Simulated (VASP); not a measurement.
# Sb2S (P4/mmm) in VASP: a series of runs

Sb2S is run at these levels: PBE; tasks: single point, relaxation of cell and atoms.

Program: VASP 6.6.1. These are calculated values, not measurements. Logs are shortened: lines on timing, memory, paths and dates and some standing lists are left out, and cuts for length are marked.

### Step 1. The cell of the first run

The structure is tetragonal, space group P4/mmm (No. 123). The conventional cell has a = 3.107 Å, b = 3.107 Å, c = 8.404 Å, α = 90.00°, β = 90.00°, γ = 90.00°. Sb (site symmetry 4mm) has 1 S at 2.61 Å and 5 Sb at 3.11 to 3.19 Å within 3.4 Å. S (site symmetry 4/mmm) has 2 Sb at 2.61 Å and 4 S at 3.11 Å within 3.4 Å.

The cell was generated, and may not be a known phase.

### Step 2. Single point, PBE

INCAR reads:

```
PREC     = Accurate       # precision mode
ENCUT    = 520            # plane-wave cutoff, eV
EDIFF    = 1E-6           # SCF threshold, eV
ISMEAR   = 0              # smearing method
SIGMA    = 0.1            # smearing width, eV
LREAL    = False          # projectors in reciprocal space
LASPH    = True           # aspherical terms in the spheres
NELM     = 80             # most SCF steps
ALGO     = Normal         # electronic algorithm
ISIF     = 2              # what is computed and relaxed
LWAVE    = False          # write WAVECAR
LCHARG   = False          # write CHGCAR
GGA      = PE             # functional
NBANDS   = 15             # bands
```

KPOINTS reads:

```
regular mesh
0
Gamma
  6 6 2
```

POSCAR reads:

```
Sb2S
1.0
    3.1072160674      0.0000000000      0.0000000000
    0.0000000000      3.1072160674      0.0000000000
    0.0000000000      0.0000000000      8.4036864851
Sb S
2 1
Direct
    0.5000000000      0.5000000000      0.3103099257
    0.5000000000      0.5000000000      0.6896900743
    0.5000000000      0.5000000000      0.0000000000
```

Potentials or basis: VASP PAW PBE potentials, release 64 (Sb, S).

Launch:

```bash
cat potpaw_PBE.64/Sb/POTCAR potpaw_PBE.64/S/POTCAR > POTCAR
mpirun -np 1 vasp_std > vasp.out
```

OUTCAR:

```text
PREC = Accurate
   ENCUT = 520
   EDIFF = 1E-6
   ISMEAR = 0
   LREAL = False
   LASPH = True
   NELM = 80
   ISIF = 2
   GGA = PE

 ion  position               nearest neighbor table
   1  0.500  0.500  0.310-   3 2.61   2 3.19
   2  0.500  0.500  0.690-   3 2.61   1 3.19
   3  0.500  0.500  0.000-   1 2.61   2 2.61

  LATTYP: Found a simple tetragonal cell.
 ALAT       =     3.1072160674
 C/A-ratio  =     2.7045710059

  Lattice vectors:

 A1 = (   3.1072160674,   0.0000000000,   0.0000000000)
 A2 = (   0.0000000000,   3.1072160674,   0.0000000000)
 A3 = (   0.0000000000,   0.0000000000,   8.4036864851)

Analysis of symmetry for initial positions (statically):
=====================================================================
 Subroutine PRICEL returns:
 Original cell was already a primitive cell.

 Routine SETGRP: Setting up the symmetry group for a
 simple tetragonal supercell.

 Subroutine GETGRP returns: Found 16 space group operations
 (whereof 16 operations were pure point group operations)
 out of a pool of 16 trial point group operations.

The static configuration has the point symmetry D_4h.

Analysis of symmetry for dynamics (positions and initial velocities):
=====================================================================
 Subroutine PRICEL returns:
 Original cell was already a primitive cell.

 Routine SETGRP: Setting up the symmetry group for a
 simple tetragonal supercell.

 Subroutine GETGRP returns: Found 16 space group operations
 (whereof 16 operations were pure point group operations)
 out of a pool of 16 trial point group operations.

The dynamic configuration has the point symmetry D_4h.

 Subroutine INISYM returns: Found 16 space group operations
 (whereof 16 operations are pure point group operations),
 and found     1 'primitive' translations

----------------------------------------------------------------------------------------

                                     Primitive cell

  volume of cell :      81.1358

  direct lattice vectors                    reciprocal lattice vectors
     3.107216067  0.000000000  0.000000000     0.321831497  0.000000000  0.000000000
     0.000000000  3.107216067  0.000000000     0.000000000  0.321831497  0.000000000
     0.000000000  0.000000000  8.403686485     0.000000000  0.000000000  0.118995396

  length of vectors
     3.107216067  3.107216067  8.403686485     0.321831497  0.321831497  0.118995396

  position of ions in fractional coordinates (direct lattice)
[... 88 lines left out ...]
   NUPDOWN=      -1.0000    fix difference up-down
   EMIN   =  10.00;   EMAX   =-10.00  energy-range for DOS
   EFERMI =   0.00;   METHOD = LEGACY
   ISMEAR =     0;   SIGMA  =   0.10  broadening in eV -4-tet -1-fermi 0-gaus
   EFERMI_NEDOS =   21; number of points for ismear=-14 and -15
   IALGO  =     38    algorithm
   IMIX   =      4    mixing-type and parameters
     AMIX     =   0.40;   BMIX     =  1.00
     AMIX_MAG =   1.60;   BMIX_MAG =  1.00
  volume/ion in A,a.u.               =      27.05       182.51
  Fermi-wavevector in a.u.,A,eV,Ry     =   0.952892  1.800706 12.354146  0.908004
  Thomas-Fermi vector in A             =   2.081497
   LORBIT       =      0    0 simple, 1 ext, 2 COOP (PROOUT), +10 PAW based schemes
   GGA     = PE    functional components
   LHFCALC =     F    Hartree Fock is set to
   AEXX    =    0.0000 exact exchange contribution
   IVDW    =     0    specifies the selected vdW correction
   LEPSILON=     F    determine dielectric tensor
   LRPA    =     F    only Hartree local field effects (RPA)
 non-spin polarized calculation
 Gauss-broadening in eV      SIGMA  =   0.10
  energy-cutoff  :      520.00
  volume of cell :       81.14
 maximum number of plane-waves:      2216
 NGX is ok and might be reduce to    24
   NGX = 11   NGY = 11   NGZ = 31

 number of electron      16.0000000 magnetization

 Free energy of the ion-electron system (eV)
  ---------------------------------------------------
  ext. energy  EPLUGINS =         0.00000000
  ---------------------------------------------------
  free energy    TOTEN  =       -11.92856242 eV

  energy without entropy =      -11.92153937  energy(sigma->0) =      -11.92505089

 E-fermi :   6.3056     XC(G=0):  -9.5471

 val. band max:        6.2563751508   @ k =   0.5000   0.3333   0.0000
 cond. band min:       6.3219373622   @ k =   0.3333   0.3333   0.5000
 fundamental gap:      0.0655622114
 Fermi energy:         6.3056171555

 k-point     1 :       0.0000    0.0000    0.0000
  band No.  band energies     occupation
      1      -7.6236      2.00000
      2      -4.9088      2.00000
      3      -4.9077      2.00000
      4       2.0480      2.00000
      5       3.1463      2.00000
      6       6.4344      0.06854
      7       6.4344      0.06854
      8      10.2278      0.00000
      9      10.2278      0.00000
     10      10.3302      0.00000
     11      10.6514      0.00000
     12      10.6514      0.00000
     13      12.8031      0.00000
     14      13.1367      0.00000
[... 329 lines left out ...]
      2      -1.1085      2.00000
      3       1.2320      2.00000
      4       2.5254      2.00000
      5       2.5254      2.00000
      6       2.9610      2.00000
      7       3.1015      2.00000
      8       3.1015      2.00000
      9       4.8820      2.00000
     10       4.8820      2.00000
     11       8.9572      0.00000
     12       9.5576      0.00000
     13      10.4596      0.00000
     14      10.7089      0.00000
     15      11.4882      0.00000

------------------------ aborting loop because EDIFF is reached ----------------------------------------

  FORCE on cell =-STRESS in cart. coord.  units (eV):
  Direction    XX          YY          ZZ          XY          YZ          ZX
  --------------------------------------------------------------------------------------
  -------------------------------------------------------------------------------------
  Total       -0.0428853     -0.0428853     -0.0067438      0.0000000     -0.0000000      0.0000000
  in kB       -0.8468494     -0.8468494     -0.1331680      0.0000000     -0.0000000      0.0000000
  external PRESSURE =      -0.6089556 kB  Pullay stress =       0.0000000 kB

 VOLUME and BASIS-vectors are now :
 -----------------------------------------------------------------------------
  energy-cutoff  :      520.00
  volume of cell :       81.14
      direct lattice vectors                 reciprocal lattice vectors
     3.107216067  0.000000000  0.000000000     0.321831497  0.000000000  0.000000000
     0.000000000  3.107216067  0.000000000     0.000000000  0.321831497  0.000000000
     0.000000000  0.000000000  8.403686485     0.000000000  0.000000000  0.118995396

 POSITION                                       TOTAL-FORCE (eV/Angst)
 -----------------------------------------------------------------------------------
      1.55361      1.55361      2.60775         0.000000     -0.000000      0.003338
      1.55361      1.55361      5.79594         0.000000      0.000000     -0.003338
      1.55361      1.55361      0.00000         0.000000     -0.000000      0.000000
 -----------------------------------------------------------------------------------
    total drift:                               -0.000000     -0.000000     -0.000000

  FREE ENERGIE OF THE ION-ELECTRON SYSTEM (eV)
  ---------------------------------------------------
  free  energy   TOTEN  =       -11.9285624184 eV

  energy  without entropy=      -11.9215393692  energy(sigma->0) =      -11.92505089
```

OSZICAR:

```text
N       E                     dE             d eps       ncg     rms          rms(c)
DAV:   1     0.719072506715E+02    0.71907E+02   -0.56749E+03   600   0.865E+02
DAV:   2    -0.653799820445E+01   -0.78445E+02   -0.73890E+02   784   0.144E+02
DAV:   3    -0.122307637590E+02   -0.56928E+01   -0.56034E+01   768   0.445E+01
DAV:   4    -0.122963784219E+02   -0.65615E-01   -0.65578E-01   727   0.571E+00
DAV:   5    -0.122974828516E+02   -0.11044E-02   -0.11044E-02   789   0.753E-01    0.711E+00
DAV:   6    -0.119893148906E+02    0.30817E+00   -0.18248E+00   741   0.664E+00    0.471E+00
DAV:   7    -0.119264632410E+02    0.62852E-01   -0.25637E-01   727   0.307E+00    0.261E+00
DAV:   8    -0.119356201536E+02   -0.91569E-02   -0.90510E-02   789   0.165E+00    0.510E-01
DAV:   9    -0.119282374065E+02    0.73827E-02   -0.17342E-02   734   0.879E-01    0.235E-01
DAV:  10    -0.119286047276E+02   -0.36732E-03   -0.22423E-03   719   0.283E-01    0.121E-01
DAV:  11    -0.119285184984E+02    0.86229E-04   -0.63957E-04   790   0.163E-01    0.456E-02
DAV:  12    -0.119285627777E+02   -0.44279E-04   -0.17905E-04   726   0.807E-02    0.136E-02
DAV:  13    -0.119285627141E+02    0.63617E-07   -0.13796E-05   818   0.217E-02    0.535E-03
DAV:  14    -0.119285624184E+02    0.29570E-06   -0.30264E-06   766   0.115E-02
   1 F= -.11928562E+02 E0= -.11925051E+02  d E =-.702305E-02
```

stdout:

```text
POSCAR found type information on POSCAR SbS
 POSCAR found :  2 types and       3 ions
 scaLAPACK will be used
 LDA part: xc-table for (Slater+PW92), standard interpolation
 POSCAR, INCAR and KPOINTS ok, starting setup
 FFT: planning ... GRIDC
 FFT: planning ... GRID_SOFT
 FFT: planning ... GRID
 WAVECAR not read
 entering main loop
```

It took 32 s on 1 thread of Intel Xeon 8259CL, shared host; peak memory 0.19 GiB.

Results:

| Item | Value |
| --- | --- |
| Free energy | -11.9286 eV |
| Pressure | -0.1 GPa |
| Largest force | 0.003 eV/Å |
| Band gap on the k mesh | zero (bands 8 and 9 overlap by 6.07 eV) |

Forces in eV/Å, atoms in the order of the input:
```
Sb   0.000  0.000  0.003
Sb   0.000  0.000 -0.003
S    0.000  0.000  0.000
```

Levels at points of the mesh, in eV from the Fermi level:
```tsv
k point	band 4	band 5	band 6	band 7	band 8	band 9	band 10	band 11	band 12	band 13
(0.00, 0.00, 0.00)	-4.26	-3.16	0.13	0.13	3.92	3.92	4.02	4.35	4.35	6.50
(0.50, 0.00, 0.00)	-5.66	-4.30	-3.54	-2.90	-1.17	0.75	4.27	5.15	5.75	5.86
(0.50, 0.50, 0.00)	-4.01	-4.01	-2.39	-2.39	-2.14	-2.14	-1.39	0.74	2.43	3.87
(0.00, 0.00, 0.50)	-6.09	0.14	0.14	0.59	0.71	3.53	3.53	4.85	4.85	6.57
(0.50, 0.00, 0.50)	-5.22	-5.19	-4.65	-2.90	0.76	2.28	2.57	2.81	5.47	6.79
(0.50, 0.50, 0.50)	-3.78	-3.78	-3.34	-3.20	-3.20	-1.42	-1.42	2.65	3.25	4.15
```

Caveat: the k points lie up to 0.37 Å⁻¹ apart, too coarse for converged energies and pressures of a metal; spin-orbit coupling is left out, which moves the levels of the heavy elements.

### Step 3. Single point, PBE

This run uses another cell than the first one, of 31.94 Å³/atom.

INCAR reads:

```
PREC = Accurate
ENCUT = 520
EDIFF = 1E-7
ISMEAR = 0
SIGMA = 0.1
LREAL = F
LASPH = T
NELM = 80
ALGO = Normal
ISIF = 2
LWAVE = F
LCHARG = T
GGA = PE
LELF = T
LVHAR = T
NBANDS = 15
```

KPOINTS reads:

```
Automatic mesh
0
Gamma
  6 6 2
```

POSCAR reads:

```
Sb2S
1.0
    3.5259021900      0.0000000000      0.0000000000
    0.0000000000      3.5259021900      0.0000000000
    0.0000000000      0.0000000000      7.7086803700
Sb S
2 1
Direct
    0.5000000000      0.5000000000      0.3001792200
    0.5000000000      0.5000000000      0.6998207800
    0.5000000000      0.5000000000      0.0000000000
```

Potentials or basis: VASP PAW PBE potentials, release 64 (Sb, S).

Launch:

```bash
cat potpaw_PBE.64/Sb/POTCAR potpaw_PBE.64/S/POTCAR > POTCAR
mpirun -np 1 vasp_std > vasp.out
```

It took 62 s on 1 thread of Intel Xeon 8259CL, shared host; peak memory 0.21 GiB.

It converged, with:

| Quantity | Value |
| --- | --- |
| Free energy | -10.9606 eV |
| Pressure | 2.6 GPa |
| Largest force | 1.112 eV/Å |
| Band gap on the k mesh | zero (bands 8 and 9 overlap by 3.62 eV) |

Forces in eV/Å, atoms in the order of the input:
```
Sb   0.000  0.000  1.112
Sb   0.000  0.000 -1.112
S    0.000  0.000  0.000
```

Stress tensor (GPa, compression positive):
```
-3.93  0.00  0.00
 0.00 -3.93  0.00
 0.00  0.00 15.61
```

Levels at points of the mesh, in eV from the Fermi level:
```tsv
k point	band 5	band 6	band 7	band 8	band 9	band 10	band 11	band 12
(0.00, 0.00, 0.00)	-1.21	-1.21	-0.95	2.67	2.67	2.74	2.74	4.67
(0.50, 0.00, 0.00)	-2.58	-2.35	-1.86	-0.84	0.08	3.56	3.66	5.99
(0.50, 0.50, 0.00)	-3.81	-1.48	-1.48	-1.48	-0.95	-0.95	1.01	2.97
(0.00, 0.00, 0.50)	-1.15	-1.15	1.75	1.75	3.09	3.48	3.90	3.90
(0.50, 0.00, 0.50)	-4.33	-3.68	-0.80	-0.68	2.69	3.99	4.34	4.37
(0.50, 0.50, 0.50)	-3.57	-3.57	-2.49	-2.49	0.18	0.18	3.35	3.80
```

Caveat: the k points lie up to 0.41 Å⁻¹ apart, too coarse for converged energies and pressures of a metal; spin-orbit coupling is left out, which moves the levels of the heavy elements; forces of over 1 eV/Å act on the atoms, so gaps and moduli don't describe the material at rest.

### Step 4. Relaxation of cell and atoms, PBE

This run uses another cell than the first one, of 31.94 Å³/atom.

INCAR reads:

```
SYSTEM = Sb2S
ALGO     = Normal         ! electronic algorithm
EDIFF    = 1E-7           ! SCF threshold, eV
EDIFFG   = -0.04          ! ionic threshold
ENCUT    = 600            ! plane-wave cutoff, eV
GGA      = PE             ! functional
IBRION   = 2              ! ionic algorithm
ISIF     = 3              ! what is computed and relaxed
ISMEAR   = 0              ! smearing method
LASPH    = .True.         ! aspherical terms in the spheres
LCHARG   = .False.        ! write CHGCAR
LREAL    = .False.        ! projectors in reciprocal space
LWAVE    = .False.        ! write WAVECAR
NELM     = 100            ! most SCF steps
NSW      = 90             ! ionic steps
PREC     = Accurate       ! precision mode
SIGMA    = 0.1            ! smearing width, eV
```

KPOINTS reads:

```
k-points
0
Gamma
  6 6 2
  0 0 0
```

POSCAR is that of step 3.

Potentials or basis: VASP PAW PBE potentials, release 64 (Sb, S).

Launch:

```bash
cat potpaw_PBE.64/Sb/POTCAR potpaw_PBE.64/S/POTCAR > POTCAR
mpirun -np 1 vasp_std > vasp.out
```

OUTCAR:

```text
SYSTEM = Sb2S
   EDIFF = 1E-7
   EDIFFG = -0.04
   ENCUT = 600
   GGA = PE
   IBRION = 2
   ISIF = 3
   ISMEAR = 0
   LASPH = .True.
   LREAL = .False.
   NELM = 100
   NSW = 90
   PREC = Accurate

 ion  position               nearest neighbor table
   1  0.500  0.500  0.300-   3 2.31   2 3.08
   2  0.500  0.500  0.700-   3 2.31   1 3.08
   3  0.500  0.500  0.000-   1 2.31   2 2.31

  LATTYP: Found a simple tetragonal cell.
 ALAT       =     3.5259021900
 C/A-ratio  =     2.1863001169

  Lattice vectors:

 A1 = (   3.5259021900,   0.0000000000,   0.0000000000)
 A2 = (   0.0000000000,   3.5259021900,   0.0000000000)
 A3 = (   0.0000000000,   0.0000000000,   7.7086803700)

Analysis of symmetry for initial positions (statically):
[... 584 lines left out ...]
     11       7.2774      0.00000
     12       7.8654      0.00000

[... ionic steps 4 to 8 ...]

--------------------------------------- Ionic step        9  -------------------------------------------

 number of electron      16.0000000 magnetization

------------------------ aborting loop because EDIFF is reached ----------------------------------------
[... 69 lines left out ...]
--------------------------------------- Ionic step       11  -------------------------------------------

 number of electron      16.0000001 magnetization

 Free energy of the ion-electron system (eV)
  ---------------------------------------------------
  ext. energy  EPLUGINS =         0.00000000
  ---------------------------------------------------
  free energy    TOTEN  =       -11.92884284 eV

  energy without entropy =      -11.92173705  energy(sigma->0) =      -11.92528995

 E-fermi :   6.3023     XC(G=0):  -9.5460

 val. band max:        6.2534126986   @ k =   0.5000   0.3333   0.0000
 cond. band min:       6.3194173587   @ k =   0.3333   0.3333   0.5000
 fundamental gap:      0.0660046600
 Fermi energy:         6.3023399407

 k-point     1 :       0.0000    0.0000    0.0000
  band No.  band energies     occupation
      1      -7.6243      2.00000
      2      -4.9115      2.00000
      3      -4.9061      2.00000
      4       2.0495      2.00000
      5       3.1448      2.00000
      6       6.4292      0.07278
      7       6.4292      0.07278
      8      10.2188      0.00000
      9      10.2188      0.00000
     10      10.3342      0.00000
     11      10.6456      0.00000
     12      10.6456      0.00000
[... 313 lines left out ...]
  FREE ENERGIE OF THE ION-ELECTRON SYSTEM (eV)
  ---------------------------------------------------
  free  energy   TOTEN  =       -11.9288428438 eV

  energy  without entropy=      -11.9217370476  energy(sigma->0) =      -11.92528995

 reached required accuracy - stopping structural energy minimisation
```

It took 6.4 min on 1 thread of Intel Xeon 8259CL, shared host; peak memory 0.25 GiB.

What came out:

```yaml
Free_energy: -11.9288 eV
Relaxed_volume: 27.05 Å³/atom
Relaxed_cell: a = 3.108 Å, b = 3.108 Å, c = 8.402 Å, α = 90.00°, β = 90.00°, γ = 90.00°
Space_group_after_relaxing_to_0.1_Å: P4/mmm (No. 123)
Energy_gained_by_relaxing: 322.7 meV/atom
Ionic_steps: 11
Pressure_after_relaxing: -0.1 GPa
Band_gap_on_the_k_mesh: zero (bands 8 and 9 overlap by 6.06 eV)
```

The path:
```
step  energy change (eV)  largest force (eV/Å)  pressure (GPa)  volume (Å³)
   1              0.0000                1.1110            2.59        95.83
   2             -0.3616                0.2937           -7.49       102.08
   3             -0.4039                0.1054           -5.14        99.90
   4             -0.4137                0.1183           -5.85       100.47
   5             -0.8671                0.1728           -3.69        86.95
   6             -0.8677                0.1798           -3.58        86.68
   7             -0.9061                0.6054            3.11        78.21
   8             -0.9604                0.2550           -0.12        81.72
   9             -0.9649                0.1666            0.05        81.27
  10             -0.9672                0.0492            0.28        80.68
  11             -0.9680                0.0015           -0.07        81.16
```

Final structure:
```
CELL_PARAMETERS angstrom
3.10797 0.00000 0.00000
0.00000 3.10797 0.00000
0.00000 0.00000 8.40158
ATOMIC_POSITIONS crystal
Sb 0.50000 0.50000 0.31039
Sb 0.50000 0.50000 0.68961
S 0.50000 0.50000 0.00000
```

Levels at points of the mesh, in eV from the Fermi level:
| k point | band 5 | band 6 | band 7 | band 8 | band 9 | band 10 | band 11 | band 12 |
| --- | --- | --- | --- | --- | --- | --- | --- | --- |
| (0.00, 0.00, 0.00) | -3.16 | 0.13 | 0.13 | 3.92 | 3.92 | 4.03 | 4.34 | 4.34 |
| (0.50, 0.00, 0.00) | -4.30 | -3.53 | -2.89 | -1.17 | 0.75 | 4.28 | 5.85 | 6.27 |
| (0.50, 0.50, 0.00) | -4.01 | -2.38 | -2.38 | -2.14 | -2.14 | -1.39 | 0.73 | 2.43 |
| (0.00, 0.00, 0.50) | 0.14 | 0.14 | 0.59 | 0.71 | 3.52 | 3.52 | 4.85 | 4.85 |
| (0.50, 0.00, 0.50) | -5.19 | -4.65 | -2.90 | 0.76 | 2.28 | 2.58 | 2.81 | 5.47 |
| (0.50, 0.50, 0.50) | -3.78 | -3.35 | -3.20 | -3.20 | -1.42 | -1.42 | 2.65 | 3.25 |

Caveat: the k points lie up to 0.37 Å⁻¹ apart in the final cell, too coarse for converged energies and pressures of a metal; the volume moved by over 15 % at a fixed basis, so the end points are rough; spin-orbit coupling is left out, which moves the levels of the heavy elements.

(Continued in part 2 of 2.)

The gap in the log of VASP goes by the Fermi energy; the results here count the filled bands.